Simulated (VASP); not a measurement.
A run of VASP 6.6.1 is set up as follows.

The input INCAR:

```
PREC = Accurate
ENCUT = 520
EDIFF = 1E-6
ISMEAR = -1
SIGMA = 0.08
LREAL = F
LASPH = T
NELM = 80
ALGO = Normal
ISIF = 2
LWAVE = F
LCHARG = F
GGA = PS
NBANDS = 11
```

The input KPOINTS:

```
Automatic mesh
0
Gamma
  15 15 15
```

File POSCAR:

```
AlN
1.0
    0.0000000000      2.0974880834      2.0974880834
    2.0974880834      0.0000000000      2.0974880834
    2.0974880834      2.0974880834      0.0000000000
Al N
1 1
Direct
    0.0000000000      0.0000000000      0.0000000000
    0.2500000000      0.2500000000      0.2500000000
```

Potentials or basis: VASP PAW PBE potentials, release 64 (Al, N).

Run with:

```console
$ cat potpaw_PBE.64/Al/POTCAR potpaw_PBE.64/N/POTCAR > POTCAR
$ mpirun -np 1 vasp_std > vasp.out
```

Task: Predict the pressure.

Result: 33.1 GPa.

Task: What does it give for the band gap on the k mesh?

Result: 3.31 eV, indirect (least direct gap 5.20 eV).

Caveat: the PAW data sets were made with another functional, which shifts forces and pressure a little. A k mesh can miss the band edges.
